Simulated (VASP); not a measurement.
Set up this calculation in VASP 6.6.1, as the native input.

| Item | Value |
| --- | --- |
| Task | single point |
| Functional | revPBE |
| Dispersion | D4 |
| Potentials or basis | VASP PAW PBE potentials, release 64 (Ba_sv, Ti_sv, O) |
| Cutoff | 520 eV |
| k mesh | 7 × 7 × 7 |
| Occupations | fermi-dirac, width 0.05 eV |
| Spin | no spin polarisation |
| Dipole correction | no |
| Further INCAR settings | ALGO = Normal; EDIFF = 1e-06; NBANDS = 28 |

The structure of BaTiO3 lies in POSCAR:

```
BaTiO3
1.0
    4.0524349834      0.0000000000      0.0000000000
    0.0000000000      4.0524349834      0.0000000000
    0.0000000000      0.0000000000      4.0708744845
Ba Ti O
1 1 3
Direct
    0.0000000000      0.0000000000      0.0000000000
    0.5000000000      0.5000000000      0.4900000000
    0.0000000000      0.5000000000      0.5170000000
    0.5000000000      0.0000000000      0.5170000000
    0.5000000000      0.5000000000      0.0190000000
```

The input as run:

INCAR

```
ALGO = Normal
EDIFF = 1E-6
ENCUT = 520
GGA = RE
ISIF = 2
ISMEAR = -1
IVDW = 13
LASPH = True
LCHARG = False
LREAL = False
LWAVE = False
NBANDS = 28
NELM = 100
PREC = Accurate
SIGMA = 0.05
```

KPOINTS

```
k-points
0
Gamma
  7 7 7
```

Potentials or basis: VASP PAW PBE potentials, release 64 (Ba_sv, Ti_sv, O).

Command:

```console
$ cat potpaw_PBE.64/Ba_sv/POTCAR potpaw_PBE.64/Ti_sv/POTCAR potpaw_PBE.64/O/POTCAR > POTCAR
$ mpirun -np 1 vasp_std > vasp.out
```

Results of the run:

* Pressure: -4.1 GPa
* Largest force: 0.542 eV/Å
* Band gap on the k mesh: 1.81 eV, indirect (least direct gap 2.03 eV)
* Dispersion energy per atom: -0.362 eV

Caveat: the PAW data sets were made with another functional, which shifts forces and pressure a little; spin-orbit coupling is left out, which moves the levels of the heavy elements.

Run time: 35 s on 1 thread of Intel(R) Xeon(R) 6975P-C (Granite Rapids), with other jobs on the host, peak memory 0.22 GiB.
